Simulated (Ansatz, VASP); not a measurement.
## One calculation of MgCd3Te4, two programs

```
Mg Te Cd
1.0
     6.65641    0.00000    0.00000
     0.00000    6.65641    0.00000
     0.00000    0.00000    6.65641
Mg Te Cd
1 4 3
Direct
  0.00000 0.00000 0.00000
  0.24720 0.24720 0.24720
  0.75280 0.75280 0.24720
  0.75280 0.24720 0.75280
  0.24720 0.75280 0.75280
  0.50000 0.50000 0.00000
  0.50000 0.00000 0.50000
  0.00000 0.50000 0.50000
```

Alike in both runs: task single point; functional PBE; k mesh 4 × 4 × 4; no spin polarisation.

|  | VASP | Ansatz |
| --- | --- | --- |
| version | VASP 6.6.1 | Ansatz 0.2.0 |
| potentials or method | VASP PAW PBE potentials, release 64 (Mg, Te, Cd) | plane waves, PAW |
| plane-wave cutoff (eV) | 520 | 420 |
| occupations | gaussian, width 0.01 eV | fixed |
| valence electrons in the cell | 62 | 134 |

|  | VASP | Ansatz | Ansatz less VASP |
| --- | --- | --- | --- |
| gap on the k mesh at the Fermi level (eV) | 0.90 | 0.91 | +0.004 |
| pressure (GPa) | -0.9 | -1.0 | -0.06 |
| rms of the force components (eV/Å) | 0.000 | 0.006 | +0.0053 |

VASP's potentials hold 62 valence electrons a cell and Ansatz's 134, so a difference there can come from the potentials and not from the codes.

Spin-orbit coupling is off throughout.
